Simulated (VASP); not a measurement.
## Ga: single point with PBE

The system is Ga, a sheet with vacuum.

```
CELL_PARAMETERS angstrom
2.88502 0.00000 0.00000
-1.44251 2.49850 0.00000
0.00000 0.00000 17.00000
ATOMIC_POSITIONS crystal
Ga 0.00000 0.00000 0.57901
Ga 0.00000 0.00000 0.42099
```

```
Program                : VASP 6.6.1
Task                   : single point
Functional             : PBE
Potentials or basis    : VASP PAW PBE potentials, release 64 (Ga_d)
Cutoff                 : 520 eV
k mesh                 : 6 × 6 × 1
Occupations            : gaussian, width 0.1 eV
Spin                   : no spin polarisation
Dipole correction      : yes
Further INCAR settings : ALGO = Normal; EDIFF = 1e-07; NBANDS = 20
```

- Largest force: 0.276 eV/Å
- Band gap on the k mesh: zero (band 13 reaches -1.07 eV, above the bottom of band 14 at -2.53 eV)

Forces on the atoms (eV/Å):
```
Ga   0.000  0.000 -0.276
Ga   0.000  0.000  0.276
```

Levels at points of the mesh, in eV from the Fermi level:
| k point | band 11 | band 12 | band 13 | band 14 | band 15 | band 16 |
| --- | --- | --- | --- | --- | --- | --- |
| (0.00, 0.00, 0.00) | -9.95 | -7.78 | -2.48 | 1.53 | 3.57 | 4.64 |
| (0.50, 0.00, 0.00) | -4.34 | -3.11 | -2.01 | -1.40 | 2.24 | 5.75 |

Wall time 45 s on 1 thread of AMD EPYC 7R13, on a shared host, peak memory 0.21 GiB.

Caveat: the k points lie up to 0.42 Å⁻¹ apart.
